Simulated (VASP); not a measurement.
Here is a VASP 6.6.1 calculation.

INCAR

```
SYSTEM = ScAl2Sb2As
ALGO = Normal
EDIFF = 1E-6
ENCUT = 520
GGA = PE
ISIF = 2
ISMEAR = 0
LASPH = .TRUE.
LCHARG = .FALSE.
LREAL = .FALSE.
LWAVE = .FALSE.
NBANDS = 25
NELM = 100
PREC = Accurate
SIGMA = 0.1
```

File KPOINTS:

```
k-points
0
G
  12 12 8
  0 0 0
```

The input POSCAR:

```
ScAl2Sb2As
1.0
    5.3319299876      0.0000000000      0.0000000000
   -2.6659649938      4.6175868204      0.0000000000
    0.0000000000      0.0000000000      5.6809726342
Sc Al Sb As
1 2 2 1
Direct
    0.0000000000      0.0000000000      0.0000000000
    0.3333333333      0.6666666667      0.0000000000
    0.6666666667      0.3333333333      0.0000000000
    0.3333333333      0.6666666667      0.5000000000
    0.6666666667      0.3333333333      0.5000000000
    0.0000000000      0.0000000000      0.5000000000
```

Potentials or basis: VASP PAW PBE potentials, release 64 (Sc_sv, Al, Sb, As).

Command:

```bash
$ cat potpaw_PBE.64/Sc_sv/POTCAR potpaw_PBE.64/Al/POTCAR potpaw_PBE.64/Sb/POTCAR potpaw_PBE.64/As/POTCAR > POTCAR
$ mpirun -np 1 vasp_std > vasp.out
```

Q: What does it give for the band gap on the k mesh?

A: Zero (bands 16 and 17 overlap by 1.67 eV).

Q: Predict the pressure.

A: 0.0 GPa.

Stress tensor (GPa, compression positive):
```
-0.01  0.00  0.00
 0.00 -0.01  0.00
 0.00  0.00  0.16
```

Caveat: spin-orbit coupling is left out, which moves the levels of the heavy elements.
